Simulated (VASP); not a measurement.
# CdS (Hawleyite) (F-43m) in VASP: notebook

The runs below take CdS (Hawleyite) through single point, with PBE.

All numbers are computed with VASP 6.6.1; they aren't measurements. Logs are shortened: lines on timing, memory, paths and dates and some standing lists are left out, and cuts for length are marked.

## 1. The cell of the first run

The structure is cubic, space group F-43m (No. 216). The conventional cell has a = 5.714 Å, b = 5.714 Å, c = 5.714 Å, α = 90.00°, β = 90.00°, γ = 90.00°. Cd (site symmetry -43m) has 4 S at 2.47 Å within 3.3 Å. Within 3.3 Å of S (site symmetry -43m) lie 4 Cd at 2.47 Å.

## 2. Single point, PBE (volume scaled by 0.94, then relaxed in part)

INCAR

```
SYSTEM = CdS
ALGO = Normal ; EDIFF = 1E-7
ENCUT = 520 ; GGA = PE
ISIF = 2 ; ISMEAR = -1
LASPH = .True. ; LCHARG = .False.
LREAL = .False. ; LWAVE = .False.
NBANDS = 16 ; NELM = 80
PREC = Accurate ; SIGMA = 0.02
```

KPOINTS

```
k-points
0
Gamma
  13 13 13
  0 0 0
```

POSCAR

```
CdS
1.0
    0.0000000000      2.8569628861      2.8569628861
    2.8569628861      0.0000000000      2.8569628861
    2.8569628861      2.8569628861      0.0000000000
Cd S
1 1
Direct
    0.0000000000      0.0000000000      0.0000000000
    0.2500000000      0.2500000000      0.2500000000
```

Potentials or basis: VASP PAW PBE potentials, release 64 (Cd, S).

Command:

```console
> cat potpaw_PBE.64/Cd/POTCAR potpaw_PBE.64/S/POTCAR > POTCAR
> mpirun -np 1 vasp_std > vasp.out
```

OUTCAR:

```text
SYSTEM = CdS
   EDIFF = 1E-7
   ENCUT = 520
   GGA = PE
   ISIF = 2
   ISMEAR = -1
   LASPH = .True.
   LREAL = .False.
   NELM = 80
   PREC = Accurate

 ion  position               nearest neighbor table
   1  0.000  0.000  0.000-   2 2.47   2 2.47   2 2.47   2 2.47
   2  0.250  0.250  0.250-   1 2.47   1 2.47   1 2.47   1 2.47

  LATTYP: Found a face centered cubic cell.
 ALAT       =     5.7139257722

  Lattice vectors:

 A1 = (   0.0000000000,   2.8569628861,   2.8569628861)
 A2 = (   2.8569628861,   0.0000000000,   2.8569628861)
 A3 = (   2.8569628861,   2.8569628861,   0.0000000000)

Analysis of symmetry for initial positions (statically):
=====================================================================
 Subroutine PRICEL returns:
 Original cell was already a primitive cell.

 Routine SETGRP: Setting up the symmetry group for a
 face centered cubic supercell.

 Subroutine GETGRP returns: Found 24 space group operations
 (whereof 24 operations were pure point group operations)
 out of a pool of 48 trial point group operations.

The static configuration has the point symmetry T_d .

Analysis of symmetry for dynamics (positions and initial velocities):
=====================================================================
 Subroutine PRICEL returns:
 Original cell was already a primitive cell.

 Routine SETGRP: Setting up the symmetry group for a
 face centered cubic supercell.

 Subroutine GETGRP returns: Found 24 space group operations
 (whereof 24 operations were pure point group operations)
 out of a pool of 48 trial point group operations.

The dynamic configuration has the point symmetry T_d .

 Subroutine INISYM returns: Found 24 space group operations
 (whereof 24 operations are pure point group operations),
 and found     1 'primitive' translations

----------------------------------------------------------------------------------------

                                     Primitive cell

  volume of cell :      46.6384

  direct lattice vectors                    reciprocal lattice vectors
     0.000000000  2.856962886  2.856962886    -0.175011024  0.175011024  0.175011024
     2.856962886  0.000000000  2.856962886     0.175011024 -0.175011024  0.175011024
     2.856962886  2.856962886  0.000000000     0.175011024  0.175011024 -0.175011024

  length of vectors
     4.040355661  4.040355661  4.040355661     0.303127985  0.303127985  0.303127985

  position of ions in fractional coordinates (direct lattice)
[... 72 lines left out ...]
   ICHARG =      2    charge: 1-file 2-atom 10-const
   ISPIN  =      1    spin polarized calculation?
   LNONCOLLINEAR =      F non collinear calculations
   LSORBIT =      F    spin-orbit coupling
   LASPH  =      T    aspherical Exc in radial PAW
   ENCUT  =  520.0 eV  38.22 Ry    6.18 a.u.   7.51  7.51  7.51*2*pi/ulx,y,z
   NELM   =     80;   NELMIN=  2; NELMDL= -5     # of ELM steps
   EDIFF  = 0.1E-06   stopping-criterion for ELM
   LREAL  =      F    real-space projection
   EDIFFG = 0.1E-05   stopping-criterion for IOM
   NSW    =      0    number of steps for IOM
   IBRION =     -1    ionic relax: 0-MD 1-quasi-New 2-CG
   NFREE  =      0    steps in history (QN), initial steepest desc. (CG)
   ISIF   =      2    stress and relaxation
   ISYM   =      2    0-nonsym 1-usesym 2-fastsym
   POTIM  = 0.5000    time-step for ionic-motion
   TEBEG  =    0.0;   TEEND  =   0.0 temperature during run
   PSTRESS=    0.0 pullay stress
   NELECT =      18.0000    total number of electrons
   NUPDOWN=      -1.0000    fix difference up-down
   EMIN   =  10.00;   EMAX   =-10.00  energy-range for DOS
   EFERMI =   0.00;   METHOD = LEGACY
   ISMEAR =    -1;   SIGMA  =   0.02  broadening in eV -4-tet -1-fermi 0-gaus
   EFERMI_NEDOS =   21; number of points for ismear=-14 and -15
   IALGO  =     38    algorithm
   IMIX   =      4    mixing-type and parameters
     AMIX     =   0.40;   BMIX     =  1.00
     AMIX_MAG =   1.60;   BMIX_MAG =  1.00
  volume/ion in A,a.u.               =      23.32       157.37
  Fermi-wavevector in a.u.,A,eV,Ry     =   1.191931  2.252423 19.329786  1.420699
  Thomas-Fermi vector in A             =   2.327981
   LORBIT       =      0    0 simple, 1 ext, 2 COOP (PROOUT), +10 PAW based schemes
   GGA     = PE    functional components
   LHFCALC =     F    Hartree Fock is set to
   AEXX    =    0.0000 exact exchange contribution
   IVDW    =     0    specifies the selected vdW correction
   LEPSILON=     F    determine dielectric tensor
   LRPA    =     F    only Hartree local field effects (RPA)
 non-spin polarized calculation
  energy-cutoff  :      520.00
  volume of cell :       46.64
 maximum number of plane-waves:      1279
 NGX is ok and might be reduce to    30
   NGX = 15   NGY = 15   NGZ = 15

 number of electron      18.0000004 magnetization

 Free energy of the ion-electron system (eV)
  ---------------------------------------------------
  ext. energy  EPLUGINS =         0.00000000
  ---------------------------------------------------
  free energy    TOTEN  =        -6.01937822 eV

  energy without entropy =       -6.01937822  energy(sigma->0) =       -6.01937822

 E-fermi :   2.2441     XC(G=0):  -9.4435

 val. band max:        1.8697112350   @ k =   0.0000   0.0000   0.0000
 cond. band min:       3.1522717539   @ k =   0.0000   0.0000   0.0000
 fundamental gap:      1.2825605190
 Fermi energy:         2.2440742774

 k-point     1 :       0.0000    0.0000    0.0000
  band No.  band energies     occupation
      1     -10.9034      2.00000
      2      -6.1101      2.00000
      3      -6.1101      2.00000
      4      -6.1101      2.00000
      5      -5.5400      2.00000
      6      -5.5400      2.00000
[... 433 lines left out ...]
      3      -5.9114      2.00000
      4      -5.5952      2.00000
      5      -5.4844      2.00000
      6      -5.1988      2.00000
[... 8 lines left out ...]
     15      14.6313      0.00000
     16      14.7645      0.00000

 [... further k-points ...]
[... 5 lines left out ...]
  --------------------------------------------------------------------------------------
  -------------------------------------------------------------------------------------
  Total        2.3297571      2.3297571      2.3297571     -0.0000000     -0.0000000      0.0000000
  in kB       80.0345357     80.0345357     80.0345357     -0.0000000     -0.0000000      0.0000000
  external PRESSURE =      80.0345357 kB  Pullay stress =       0.0000000 kB

 VOLUME and BASIS-vectors are now :
 -----------------------------------------------------------------------------
  energy-cutoff  :      520.00
  volume of cell :       46.64
      direct lattice vectors                 reciprocal lattice vectors
     0.000000000  2.856962886  2.856962886    -0.175011024  0.175011024  0.175011024
     2.856962886  0.000000000  2.856962886     0.175011024 -0.175011024  0.175011024
     2.856962886  2.856962886  0.000000000     0.175011024  0.175011024 -0.175011024

 POSITION                                       TOTAL-FORCE (eV/Angst)
 -----------------------------------------------------------------------------------
      0.00000      0.00000      0.00000         0.000000      0.000000      0.000000
      1.42848      1.42848      1.42848        -0.000000     -0.000000     -0.000000
 -----------------------------------------------------------------------------------
    total drift:                               -0.000001     -0.000001     -0.000001

  FREE ENERGIE OF THE ION-ELECTRON SYSTEM (eV)
  ---------------------------------------------------
  free  energy   TOTEN  =        -6.0193782191 eV

  energy  without entropy=       -6.0193782190  energy(sigma->0) =       -6.01937822
```

OSZICAR:

```text
N       E                     dE             d eps       ncg     rms          rms(c)
DAV:   1     0.112001183445E+03    0.11200E+03   -0.92786E+03  2728   0.105E+03
DAV:   2    -0.231820718483E+01   -0.11432E+03   -0.10776E+03  3304   0.258E+02
DAV:   3    -0.653338746780E+01   -0.42152E+01   -0.42082E+01  3416   0.520E+01
DAV:   4    -0.655845969836E+01   -0.25072E-01   -0.25070E-01  3352   0.395E+00
DAV:   5    -0.655877968051E+01   -0.31998E-03   -0.31998E-03  3400   0.423E-01    0.933E+00
DAV:   6    -0.604084826157E+01    0.51793E+00   -0.80509E-01  4104   0.121E+01    0.729E+00
DAV:   7    -0.601906549538E+01    0.21783E-01   -0.21917E-01  3480   0.323E+00    0.338E+00
DAV:   8    -0.601933481598E+01   -0.26932E-03   -0.21313E-02  3320   0.191E+00    0.367E-01
DAV:   9    -0.601922293580E+01    0.11188E-03   -0.24615E-03  3216   0.783E-01    0.607E-02
DAV:  10    -0.601931228189E+01   -0.89346E-04   -0.24816E-04  3440   0.185E-01    0.580E-02
DAV:  11    -0.601938118111E+01   -0.68899E-04   -0.99641E-05  3208   0.847E-02    0.174E-02
DAV:  12    -0.601937736998E+01    0.38111E-05   -0.23926E-05  3584   0.677E-02    0.977E-03
DAV:  13    -0.601937828835E+01   -0.91837E-06   -0.33711E-06  3240   0.168E-02    0.719E-03
DAV:  14    -0.601937821906E+01    0.69294E-07   -0.17217E-07  3296   0.306E-03
   1 F= -.60193782E+01 E0= -.60193782E+01  d E =-.121687E-10
```

Wall time 44 s (1 thread of Intel Xeon 6975P-C (Granite Rapids), shared host); peak memory 0.2 GiB.

What came out:

```
Free energy            : -6.0194 eV
Pressure               : 8.0 GPa
Band gap on the k mesh : 1.28 eV, direct
```

Levels at points of the mesh, in eV from the valence-band top:
```csv
k point,band 7,band 8,band 9,band 10,band 11,band 12
"(0.00, 0.00, 0.00)",0.00,0.00,0.00,1.28,6.52,6.52
```

 A k mesh can miss the band edges.

## 3. Single point, PBE (volume scaled by 0.96, then relaxed in part)

INCAR

```
ALGO = Normal
EDIFF = 1E-6
ENCUT = 520
GGA = PE
ISIF = 2
ISMEAR = -1
LASPH = True
LCHARG = False
LREAL = False
LWAVE = False
NBANDS = 16
NELM = 100
PREC = Accurate
SIGMA = 0.02
```

KPOINTS

```
k-points
0
Gamma
  13 13 13
```

POSCAR

```
CdS
1.0
    0.0000000000      2.8770830059      2.8770830059
    2.8770830059      0.0000000000      2.8770830059
    2.8770830059      2.8770830059      0.0000000000
Cd S
1 1
Direct
    0.0000000000      0.0000000000      0.0000000000
    0.2500000000      0.2500000000      0.2500000000
```

Potentials or basis: VASP PAW PBE potentials, release 64 (Cd, S).

Command:

```console
> cat potpaw_PBE.64/Cd/POTCAR potpaw_PBE.64/S/POTCAR > POTCAR
> mpirun -np 1 vasp_std > vasp.out
```

Run time: 36 s. Hardware: 1 thread of Intel Xeon 6975P-C (Granite Rapids), shared host; peak memory 0.21 GiB.

Results (log left out):

```
Free energy            : -6.0635 eV
Pressure               : 6.2 GPa
Band gap on the k mesh : 1.24 eV, direct
```

Levels at points of the mesh, in eV from the valence-band top:
```
           k point  band 6  band 7  band 8  band 9  band 10  band 11  band 12  band 13
(0.00, 0.00, 0.00)   -7.35    0.00    0.00    0.00     1.24     6.53     6.53     6.53
```

 A k mesh can miss the band edges.

## 4. Single point, PBE (volume scaled by 0.98, then relaxed in part)

INCAR

```
SYSTEM = CdS
PREC = Accurate ; ENCUT = 520
EDIFF = 1E-6 ; ISMEAR = -1
SIGMA = 0.02 ; LREAL = .False.
LASPH = .True. ; NELM = 60
ALGO = Normal ; ISIF = 2
LWAVE = .False. ; LCHARG = .False.
GGA = PE ; NBANDS = 16
```

KPOINTS

```
regular mesh
0
Gamma
  13 13 13
  0 0 0
```

POSCAR

```
CdS
1.0
    0.0000000000      2.8969255847      2.8969255847
    2.8969255847      0.0000000000      2.8969255847
    2.8969255847      2.8969255847      0.0000000000
Cd S
1 1
Direct
    0.0000000000      0.0000000000      0.0000000000
    0.2500000000      0.2500000000      0.2500000000
```

Command:

```console
> cat potpaw_PBE.64/Cd/POTCAR potpaw_PBE.64/S/POTCAR > POTCAR
> mpirun -np 1 vasp_std > vasp.out
```

It took 46 s on 1 thread of Intel Xeon 6975P-C (Granite Rapids), shared host; peak memory 0.21 GiB.

It converged, with:

| Quantity | Value |
| --- | --- |
| Free energy | -6.0972 eV |
| Pressure | 4.6 GPa |
| Band gap on the k mesh | 1.19 eV, direct |

Levels at points of the mesh, in eV from the valence-band top:
```tsv
k point	band 6	band 7	band 8	band 9	band 10	band 11	band 12	band 13
(0.00, 0.00, 0.00)	-7.30	0.00	0.00	0.00	1.19	6.54	6.54	6.54
```

 A k mesh can miss the band edges.

## 5. The runs side by side

```tsv
cell	gap on the mesh (eV)	pressure (GPa)
a = 4.040 Å, angles 60.0°, 2 atoms	1.28	8.0
a = 4.069 Å, angles 60.0°, 2 atoms	1.24	6.2
a = 4.097 Å, angles 60.0°, 2 atoms	1.19	4.6
```

Alike in all rows: task single point; level PBE; potentials or basis VASP PAW PBE potentials, release 64 (Cd, S); no spin polarisation; k mesh 13 × 13 × 13; cutoff (eV) 520; smearing fermi-dirac 0.02 eV.

Absolute energies hang on the potentials; compare differences alone.
